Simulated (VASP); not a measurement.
Input of a VASP 6.6.1 run:

Contents of INCAR:

```
  PREC = Accurate
  ENCUT = 520
  EDIFF = 1E-6
  ISMEAR = 0
  SIGMA = 0.15
  LREAL = False
  LASPH = True
  NELM = 100
  ALGO = Fast
  ISIF = 2
  LWAVE = False
  LCHARG = False
  GGA = PS
  NBANDS = 11
```

The input KPOINTS:

```
Automatic mesh
0
Gamma
  14 14 14
```

Contents of POSCAR:

```
Sr
1.0
   -2.4250000000      2.1521875000      2.4250000000
    2.4250000000     -2.1521875000      2.4250000000
    2.4250000000      2.1521875000     -2.4250000000
Sr
1
Direct
    0.0000000000      0.0000000000      0.0000000000
```

Potentials or basis: VASP PAW PBE potentials, release 64 (Sr_sv).

The run is started by

```console
$ cat potpaw_PBE.64/Sr_sv/POTCAR > POTCAR
$ mpirun -np 1 vasp_std > vasp.out
```

Task: Estimate the band gap on the k mesh.

Result: Zero (bands 5 and 6 overlap by 0.38 eV).

Task: What does it give for the pressure?

Result: 0.2 GPa.

Stress tensor (GPa, compression positive):
```
-0.07  0.00  0.00
 0.00  0.81  0.00
 0.00  0.00 -0.07
```

Caveat: the cell differs from its parent crystal (strain -0.1125 x Voigt [0, 1, 0, 0, 0, 0]); the PAW data sets were made with another functional, which shifts forces and pressure a little.
